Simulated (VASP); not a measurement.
# Os in VASP: further runs, part 2 of 2

VASP 6.6.1. Earlier steps stand in the parts before.

## (4) Electric field gradients, r2SCAN (xy shear strain of -2 %)

POSCAR

```
Os
1.0
    2.7461342319     -0.0274613423      0.0000000000
   -1.3968493360      2.3919526782      0.0000000000
    0.0000000000      0.0000000000      4.3263142200
Os
2
Direct
    0.3333333333      0.6666666667      0.2500000000
    0.6666666667      0.3333333333      0.7500000000
```

INCAR.step1

```
PREC = Accurate
ENCUT = 520
ISMEAR = -1
SIGMA = 0.05
LREAL = False
LASPH = True
NELM = 80
NBANDS = 15
GGA = PE
ALGO = Normal
EDIFF = 1E-4
LWAVE = True
LCHARG = False
```

INCAR.step2

```
PREC = Accurate
ENCUT = 520
EDIFF = 1E-8
ISMEAR = -1
SIGMA = 0.05
LREAL = False
LASPH = True
NELM = 80
ALGO = Normal
ISIF = 2
LWAVE = False
LCHARG = False
METAGGA = R2SCAN
LMIXTAU = True
LEFG = True
NBANDS = 15
ISTART = 1
```

KPOINTS

```
Automatic mesh
0
Gamma
  15 15 9
```

Potentials or basis: VASP PAW PBE potentials, release 64 (Os).

Launch:

```sh
cat potpaw_PBE.64/Os/POTCAR > POTCAR
cp INCAR.step1 INCAR
mpirun -np 1 vasp_std > vasp.out
cp INCAR.step2 INCAR
mpirun -np 1 vasp_std > vasp.out
```

OUTCAR:

```text
PREC = Accurate
   ENCUT = 520
   EDIFF = 1E-8
   ISMEAR = -1
   LREAL = False
   LASPH = True
   NELM = 80
   ISIF = 2
   METAGGA = R2SCAN
   ISTART = 1

 ion  position               nearest neighbor table
   1  0.333  0.667  0.250-   2 2.67   2 2.67   2 2.68   2 2.68   2 2.69   2 2.69
   2  0.667  0.333  0.750-   1 2.67   1 2.67   1 2.68   1 2.68   1 2.69   1 2.69

  LATTYP: Found a simple monoclinic cell.
 ALAT       =     2.7223866382
 B/A-ratio  =     1.5891623031
 C/A-ratio  =     1.0087735139
 COS(beta)  =    -0.4869160342

  Lattice vectors:

 A1 = (   1.3492848959,   2.3644913359,   0.0000000000)
 A2 = (   0.0000000000,   0.0000000000,  -4.3263142200)
 A3 = (  -2.7461342319,   0.0274613423,   0.0000000000)

Analysis of symmetry for initial positions (statically):
=====================================================================
 Subroutine PRICEL returns:
 Original cell was already a primitive cell.

 Routine SETGRP: Setting up the symmetry group for a
 simple monoclinic supercell.

 Subroutine GETGRP returns: Found  4 space group operations
 (whereof  2 operations were pure point group operations)
 out of a pool of  4 trial point group operations.

The static configuration has the point symmetry S_2 .
 The point group associated with its full space group is C_2h.

Analysis of symmetry for dynamics (positions and initial velocities):
=====================================================================
 Subroutine PRICEL returns:
 Original cell was already a primitive cell.

 Routine SETGRP: Setting up the symmetry group for a
 simple monoclinic supercell.

 Subroutine GETGRP returns: Found  4 space group operations
 (whereof  2 operations were pure point group operations)
[... 172 lines left out ...]
     14      23.8859      0.00000
[... 401 lines left out ...]
      2       1.6848      2.00000
      3       5.0598      2.00000
      4       6.3449      2.00000
      5       6.3973      2.00000
      6       6.6287      2.00000
      7       7.0073      2.00000
      8       7.1267      2.00000
      9       7.4708      2.00000
     10       7.6882      2.00000
     11      11.1394      0.00000
     12      13.6579      0.00000
     13      18.5015      0.00000
     14      25.2110      0.00000
     15      27.5139      0.00000

 [... further k-points ...]
[... 5 lines left out ...]
  --------------------------------------------------------------------------------------
  -------------------------------------------------------------------------------------
  Total       -0.5056119     -0.4674708     -0.2564633      0.9611434      0.0000000      0.0000000
  in kB      -28.6733922    -26.5103990    -14.5441040     54.5067119      0.0000000      0.0000000
  external PRESSURE =     -23.2426317 kB  Pullay stress =       0.0000000 kB

 VOLUME and BASIS-vectors are now :
 -----------------------------------------------------------------------------
  energy-cutoff  :      520.00
  volume of cell :       28.25
      direct lattice vectors                 reciprocal lattice vectors
     2.746134232 -0.027461342  0.000000000     0.366287299  0.213903968  0.000000000
    -1.396849336  2.391952678  0.000000000     0.004205242  0.420524243  0.000000000
     0.000000000  0.000000000  4.326314220     0.000000000  0.000000000  0.231143636

 POSITION                                       TOTAL-FORCE (eV/Angst)
 -----------------------------------------------------------------------------------
     -0.01585      1.58548      1.08158         0.057331      0.001165      0.000000
      1.36514      0.77901      3.24474        -0.057331     -0.001165     -0.000000
 -----------------------------------------------------------------------------------
    total drift:                                0.000000     -0.000000      0.000000

  FREE ENERGIE OF THE ION-ELECTRON SYSTEM (eV)
  ---------------------------------------------------
  free  energy   TOTEN  =      -106.0053164626 eV

  energy  without entropy=     -105.9970100700  energy(sigma->0) =     -106.00116327

 Electric field gradients (V/A^2)
---------------------------------------------------------------------
 ion       V_xx      V_yy      V_zz      V_xy      V_xz      V_yz
---------------------------------------------------------------------
   1      41.220    40.446   -81.665   -24.034     0.000    -0.000
   2      41.220    40.446   -81.665   -24.034     0.000    -0.000
---------------------------------------------------------------------

 Electric field gradients after diagonalization (V/A^2)
 (convention: |V_zz| > |V_xx| > |V_yy|)
----------------------------------------------------------------------
 ion       V_xx      V_yy      V_zz     asymmetry (V_yy - V_xx)/ V_zz
----------------------------------------------------------------------
   1      64.870    16.796   -81.665       0.589
   2      64.870    16.796   -81.665       0.589
----------------------------------------------------------------------

           NMR quadrupolar parameters

 Cq : quadrupolar parameter    Cq=e*Q*V_zz/h
 eta: asymmetry parameters     (V_yy - V_xx)/ V_zz
 Q  : nuclear electric quadrupole moment in mb (millibarn)
----------------------------------------------------------------------
 ion       Cq(MHz)       eta       Q (mb)
----------------------------------------------------------------------
   1      -0.197       0.589       1.000
   2      -0.197       0.589       1.000
----------------------------------------------------------------------
```

OSZICAR.step1:

```text
N       E                     dE             d eps       ncg     rms          rms(c)
DAV:   1     0.102863200753E+03    0.10286E+03   -0.74369E+03 16958   0.102E+03
DAV:   2    -0.190823160824E+02   -0.12195E+03   -0.10644E+03 17146   0.327E+02
DAV:   3    -0.238737406547E+02   -0.47914E+01   -0.46320E+01 23173   0.569E+01
DAV:   4    -0.239092669971E+02   -0.35526E-01   -0.35483E-01 18210   0.510E+00
DAV:   5    -0.239094587166E+02   -0.19172E-03   -0.19171E-03 23195   0.351E-01    0.228E+01
DAV:   6    -0.228208185380E+02    0.10886E+01   -0.90190E-01 21472   0.810E+00    0.103E+01
DAV:   7    -0.225019118418E+02    0.31891E+00   -0.62489E-01 21920   0.661E+00    0.517E-01
DAV:   8    -0.224964661482E+02    0.54457E-02   -0.63099E-03 17363   0.596E-01    0.333E-01
DAV:   9    -0.224937935772E+02    0.26726E-02   -0.16114E-03 20492   0.398E-01    0.460E-02
DAV:  10    -0.224938163089E+02   -0.22732E-04   -0.54776E-05 14138   0.675E-02
   1 F= -.22493816E+02 E0= -.22489446E+02  d E =-.874101E-02
```

It took 8.3 min on 1 thread of AMD EPYC 9R14 (Zen 4), shared host; peak memory 0.28 GiB.

Results:

```yaml
Free_energy: -106.0053 eV
Pressure: -2.3 GPa
Largest_force: 0.057 eV/Å
Band_gap_on_the_k_mesh: zero (bands 8 and 9 overlap by 4.06 eV)
Largest_electric_field_gradient_by_atom: Os -81.7 V/Å²
```

Forces on the atoms (eV/Å):
```
Os   0.057  0.001  0.000
Os  -0.057 -0.001  0.000
```

Electric field gradients, principal values (V/Å²):
```tsv
atom	least	middle	greatest (by size)
1 Os	16.796	64.870	-81.665
2 Os	16.796	64.870	-81.665
```

Caveat: the cell differs from its parent crystal (xy shear strain of -2 %); without QUAD_EFG the Cq values of the log hold for a quadrupole moment of 1 mb, not for the nuclei; the PAW data sets were made with another functional, which shifts forces and pressure a little; spin-orbit coupling is left out, which moves the levels of the heavy elements.

## (5) Overview

```tsv
cell	gap on the mesh (eV)	pressure (GPa)	largest force (eV/Å)
a = 2.726, b = 2.726, c = 4.391 Å, angles 90.0, 90.0, 120.0°, 2 atoms, atomic positions A	none	-2.7	-
a = 2.746, b = 2.746, c = 4.326 Å, angles 90.0, 90.0, 120.0°, 2 atoms, atomic positions B	none	-2.3	0.52
a = 2.746, b = 2.770, c = 4.326 Å, angles 90.0, 90.0, 120.9°, 2 atoms, atomic positions A	none	-2.3	0.06
```

Alike in all rows: task electric field gradients; level r2SCAN; potentials or basis VASP PAW PBE potentials, release 64 (Os); no spin polarisation; k mesh 15 × 15 × 9; cutoff (eV) 520; smearing fermi-dirac 0.05 eV.

Caveats: the PAW data sets were made with another functional, which shifts forces and pressure a little; spin-orbit coupling is left out, which moves the levels of the heavy elements; the stress differs along the axes, from -11 to 1 GPa (at least some runs).

Absolute energies hang on the potentials; compare differences alone.
